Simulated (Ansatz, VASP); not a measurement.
InAs in VASP and in Ansatz

Contents of INCAR:

```
SYSTEM = InAs
PREC = Accurate ; ENCUT = 520
EDIFF = 1E-7 ; ISMEAR = -1
SIGMA = 0.05 ; LREAL = .False.
LASPH = .True. ; NELM = 100
ALGO = Normal ; ISIF = 2
LWAVE = .False. ; LCHARG = .False.
GGA = PE ; NBANDS = 16
```

The input KPOINTS:

```
Automatic mesh
0
Gamma
  12 12 12
  0 0 0
```

The input POSCAR:

```
InAs
1.0
    3.5049763048      0.0000000000      0.0000000000
    0.0000000000      3.5049763048      0.0000000000
    0.0000000000      0.0000000000      3.5049763048
In As
1 1
Direct
    0.0000000000      0.0000000000      0.0000000000
    0.5000000000      0.5000000000      0.5000000000
```

Input for Ansatz:

```yaml
crystal:
  lattice:
    - [3.5049763048, 0.0, 0.0]
    - [0.0, 3.5049763048, 0.0]
    - [0.0, 0.0, 3.5049763048]
  atoms:
    - { symbol: In, position: [0.0, 0.0, 0.0] }
    - { symbol: As, position: [0.5, 0.5, 0.5] }
kpoints:
  mp_grid: { grid: [12, 12, 12] }
scf:
  occupations: { method: fermi_dirac, width: 0.05 }
hamiltonian:
  xc: pbe
  pseudopotentials: { kind: paw }
output:
  forces: true
  stress: true
  eigenvalues: true
  populations: true
```

Change from the starting cell: volume scaled by 0.94, PAW files.

Alike in both runs: task single point; functional PBE; k mesh 12 × 12 × 12; occupations fermi-dirac, width 0.05 eV; no spin polarisation.

```csv
,VASP,Ansatz
version,VASP 6.6.1,Ansatz 0.2.0
potentials or method,"VASP PAW PBE potentials, release 64 (In_d, As)","PAW with Ansatz's default frozen-core files, scalar-relativistic"
plane-wave cutoff (eV),520,420
valence electrons in the cell,18,28
```

|  | VASP | Ansatz | Ansatz less VASP |
| --- | --- | --- | --- |
| pressure (GPa) | 3.9 | 3.9 | -0.04 |

VASP's potentials hold 18 valence electrons a cell and Ansatz's 28, so a difference there can come from the potentials and not from the codes.
